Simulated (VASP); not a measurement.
**K: single point with PBE**

K:

```xyz
1
Lattice="-2.6413 2.6413 2.6413 2.6413 -2.6413 2.6413 2.6413 2.6413 -2.6413" Properties=species:S:1:pos:R:3 pbc="T T T"
K     0.0000    0.0000    0.0000
```

* Program: VASP 6.6.1
* Task: single point
* Functional: PBE
* Potentials or basis: VASP PAW PBE potentials, release 64 (K_sv)
* Cutoff: 520 eV
* k mesh: 12 × 12 × 12
* Occupations: gaussian, width 0.1 eV
* Spin: no spin polarisation
* Dipole correction: no
* Further INCAR settings: ALGO = Normal; EDIFF = 1e-06; NBANDS = 10

```json
{"Pressure": "0.0 GPa"}
```

Levels at points of the mesh, in eV from the Fermi level:
```tsv
k point	band 1	band 2	band 3	band 4	band 5	band 6	band 7	band 8
(0.00, 0.00, 0.00)	-32.12	-15.57	-15.57	-15.57	-2.14	4.30	4.30	4.30
(0.50, 0.00, 0.00)	-32.12	-15.64	-15.59	-15.57	0.46	0.70	3.18	4.87
(0.50, 0.50, 0.50)	-32.11	-15.62	-15.62	-15.62	1.69	1.69	3.48	3.48
```

It took 30 s on 1 thread of Intel(R) Xeon(R) Platinum 8488C (Sapphire Rapids) (shared host), peak memory 0.21 GiB.
